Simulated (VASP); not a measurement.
A run of VASP 6.6.1 is set up as follows.

Contents of INCAR:

```
PREC = Accurate
ENCUT = 520
EDIFF = 1E-6
ISMEAR = 0
SIGMA = 0.05
LREAL = False
LASPH = True
NELM = 80
ALGO = Normal
ISIF = 2
LWAVE = False
LCHARG = False
GGA = PE
NBANDS = 44
```

File KPOINTS:

```
regular mesh
0
Gamma
  4 4 4
```

Contents of POSCAR:

```
CO2
1.0
    6.0577362522      0.0000000000     -0.2271651095
    0.0000000000      6.0577362522      0.0000000000
   -0.2271651095      0.0000000000      5.9971588897
C O
4 8
Direct
    0.0000000000      0.0000000000      0.0000000000
    0.5000000000      0.0000000000      0.5000000000
    0.5000000000      0.5000000000      0.0000000000
    0.0000000000      0.5000000000      0.5000000000
    0.1114834447      0.1114834447      0.1114834447
    0.3885165553      0.8885165553      0.6114834447
    0.6114834447      0.3885165553      0.8885165553
    0.8885165553      0.6114834447      0.3885165553
    0.8885165553      0.8885165553      0.8885165553
    0.6114834447      0.1114834447      0.3885165553
    0.3885165553      0.6114834447      0.1114834447
    0.1114834447      0.3885165553      0.6114834447
```

Potentials or basis: VASP PAW PBE potentials, release 64 (C, O).

Launch:

```sh
$ cat potpaw_PBE.64/C/POTCAR potpaw_PBE.64/O/POTCAR > POTCAR
$ mpirun -np 1 vasp_std > vasp.out
```

Problem. Predict the band gap on the k mesh.

Solution. 6.61 eV.

Problem. Estimate the largest force.

Solution. 4.573 eV/Å.

Forces on the atoms (eV/Å):
```
C    0.000  0.000  0.000
C    0.000  0.000  0.000
C    0.000  0.000  0.000
C    0.000  0.000  0.000
O    2.606  2.714  2.598
O    1.082  1.051 -1.092
O   -1.082  1.051  1.092
O   -2.606  2.714 -2.598
O   -2.606 -2.714 -2.598
O   -1.082 -1.051  1.092
O    1.082 -1.051 -1.092
O    2.606 -2.714  2.598
```

Caveat: the cell differs from its parent crystal (engineering shear strain xz -0.0750, normal strain along z -0.0100); forces of over 1 eV/Å act on the atoms, so gaps and moduli don't describe the material at rest. A k mesh can miss the band edges.
